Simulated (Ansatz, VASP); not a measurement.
Ag3IO in VASP and in Ansatz

```
Ag I O
1.0
     4.55986    0.00000    0.00000
     0.00000    4.55986    0.00000
     0.00000    0.00000    4.55986
Ag I O
3 1 1
Direct
  0.50000 0.00000 0.00000
  0.00000 0.50000 0.00000
  0.00000 0.00000 0.50000
  0.50000 0.50000 0.50000
  0.00000 0.00000 0.00000
```

Alike in both runs: task single point; functional PBE; k mesh 4 × 4 × 4; occupations gaussian, width 0.1 eV; no spin polarisation.

|  | VASP | Ansatz |
| --- | --- | --- |
| version | VASP 6.6.1 | Ansatz 0.2.0 |
| potentials or method | VASP PAW PBE potentials, release 64 (Ag, I, O), cutoff 520 eV | scalar-relativistic, plane waves, PAW |
| valence electrons in the cell | 46 | 80 |

|  | VASP | Ansatz | Ansatz less VASP |
| --- | --- | --- | --- |
| gap on the k mesh at the Fermi level (eV) | none | none | - |
| pressure (GPa) | 4.5 | 4.7 | +0.12 |

A gap of «none» marks a metal or a gap that the smearing closes. VASP's potentials hold 46 valence electrons a cell and Ansatz's 80, so a difference there can come from the potentials and not from the codes.

Neither program's run includes spin-orbit coupling.
